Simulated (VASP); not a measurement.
Ti3Ga, 4 atoms in the cell. Symmetry: Fm-3m, No. 225, cubic system. The conventional cell has a = 6.220 Å, b = 6.220 Å, c = 6.220 Å, α = 90.00°, β = 90.00°, γ = 90.00°. Within 3.6 Å of Ti (site symmetry -43m) lie 10 Ti at 2.69 to 3.11 Å and 4 Ga at 2.69 Å. Within 3.6 Å of Ti (site symmetry m-3m) lie 8 Ti at 2.69 Å and 6 Ga at 3.11 Å. Within 3.6 Å of Ga (site symmetry m-3m) lie 14 Ti at 2.69 to 3.11 Å. 

```yaml
Program: VASP 6.6.1
Task: single point
Functional: PBEsol
Potentials_or_basis: VASP PAW PBE potentials, release 64 (Ti_sv, Ga_d)
Cutoff: 520 eV
k_mesh: 6 × 6 × 6
Occupations: fermi-dirac, width 0.1 eV
Spin: no spin polarisation
Dipole_correction: no
Further_INCAR_settings: ALGO = Normal; EDIFF = 1e-06; NBANDS = 32
```

Potentials or basis: VASP PAW PBE potentials, release 64 (Ti_sv, Ga_d).

Command:

```console
$ cat potpaw_PBE.64/Ti_sv/POTCAR potpaw_PBE.64/Ga_d/POTCAR > POTCAR
$ mpirun -np 1 vasp_std > vasp.out
```

Hardware: 1 thread of Intel Xeon 8259CL (shared host).

**Question.** Estimate the wall time of this run.

**Answer.** It took 68 s on 1 thread of Intel Xeon 8259CL, on a shared host, peak memory 0.21 GiB. Counts: scf iterations 15, k points 16.
